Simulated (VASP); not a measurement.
Set up this calculation in VASP 6.6.1, as the native input.

```yaml
Task: single point
Functional: PBE
Dispersion: D3(BJ)
Potentials_or_basis: VASP PAW PBE potentials, release 64 (Sb, Ga_d, O, C)
Cutoff: 520 eV
k_mesh: 6 × 6 × 1
Occupations: gaussian, width 0.1 eV
Spin: no spin polarisation
Dipole_correction: yes
Further_INCAR_settings: ALGO = Normal; EDIFF = 1e-06; NBANDS = 32
```

The structure of Ga2Sb2CO lies in POSCAR:

```
Ga2Sb2CO
1.0
    4.3343814647      0.0000000000      0.0000000000
   -2.1671907324      3.7536844581      0.0000000000
    0.0000000000      0.0000000000     23.6197422994
Sb Ga O C
2 2 1 1
Direct
    0.0000000000      0.0000000000      0.1693498578
    0.3333333333      0.6666666667      0.3259656336
    0.3333333333      0.6666666667      0.2068080104
    0.6666666667      0.3333333333      0.3585874135
    0.8888888889      0.4444444444      0.4898335533
    0.8888888889      0.4444444444      0.5385216375
```

The input as run:

INCAR

```
SYSTEM = Ga2Sb2CO
ALGO = Normal
DIPOL = 0.5 0.5 0.348
EDIFF = 1E-6
ENCUT = 520
GGA = PE
IDIPOL = 3
ISIF = 2
ISMEAR = 0
IVDW = 12
LASPH = .TRUE.
LCHARG = .TRUE.
LDIPOL = .TRUE.
LELF = .TRUE.
LREAL = .FALSE.
LVACPOTAV = .TRUE.
LVHAR = .TRUE.
LWAVE = .FALSE.
NBANDS = 32
NELM = 80
PREC = Accurate
SIGMA = 0.1
```

KPOINTS

```
k-points
0
G
  6 6 1
  0 0 0
```

Potentials or basis: VASP PAW PBE potentials, release 64 (Sb, Ga_d, O, C).

Launch:

```sh
$ cat potpaw_PBE.64/Sb/POTCAR potpaw_PBE.64/Ga_d/POTCAR potpaw_PBE.64/O/POTCAR potpaw_PBE.64/C/POTCAR > POTCAR
$ mpirun -np 1 vasp_std > vasp.out
```

It gave:

* Largest force: 0.717 eV/Å
* Band gap on the k mesh: 0.05 eV (least direct gap 0.10 eV)
* Dispersion energy per atom: -0.167 eV

Caveat: spin-orbit coupling is left out, which moves the levels of the heavy elements.

Wall time 3.2 min on 1 thread of Intel(R) Xeon(R) Platinum 8488C (Sapphire Rapids), on a shared host, peak memory 0.57 GiB.
